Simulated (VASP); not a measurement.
Ga2O3, 5 atoms in the cell. It takes space group P-3m1 (No. 164, trigonal). The conventional cell has a = 3.016 Å, b = 3.016 Å, c = 6.804 Å, α = 90.00°, β = 90.00°, γ = 120.00°. Ga (site symmetry 3m) has 6 O at 1.89 to 2.24 Å within 2.5 Å. O (site symmetry 3m) has 3 Ga at 1.89 Å within 2.5 Å. Within 3.0 Å of O (site symmetry -3m) lie 6 Ga at 2.24 Å and 6 O at 2.76 Å. 

| Property | Result |
| --- | --- |
| Program | VASP 6.6.1 |
| Task | density of states |
| Functional | PBE |
| Dispersion | D3(BJ) |
| Potentials or basis | VASP PAW PBE potentials, release 64 (Ga_d, O) |
| Cutoff | 520 eV |
| k mesh | 12 × 12 × 4 |
| Occupations | gaussian, width 0.02 eV |
| Spin | no spin polarisation |
| Dipole correction | no |
| k mesh for the DOS | 18 × 18 × 6 |
| Occupations for the DOS | tetrahedron |
| Further INCAR settings | ALGO = Normal; EDIFF = 1e-06; NBANDS = 30 |

Potentials or basis: VASP PAW PBE potentials, release 64 (Ga_d, O).

Command:

```sh
$ cat potpaw_PBE.64/Ga_d/POTCAR potpaw_PBE.64/O/POTCAR > POTCAR
$ cp INCAR.step1 INCAR
$ cp KPOINTS.step1 KPOINTS
$ mpirun -np 1 vasp_std > vasp.out
$ cp INCAR.step2 INCAR
$ cp KPOINTS.step2 KPOINTS
$ mpirun -np 1 vasp_std > vasp.out
```

Hardware: 1 thread of Intel(R) Xeon(R) 6975P-C (Granite Rapids), with other jobs on the host.

Problem. Estimate the wall time of this run.

Solution. It took 2 min on 1 thread of Intel(R) Xeon(R) 6975P-C (Granite Rapids), with other jobs on the host, peak memory 0.37 GiB. Counts: k points 202.
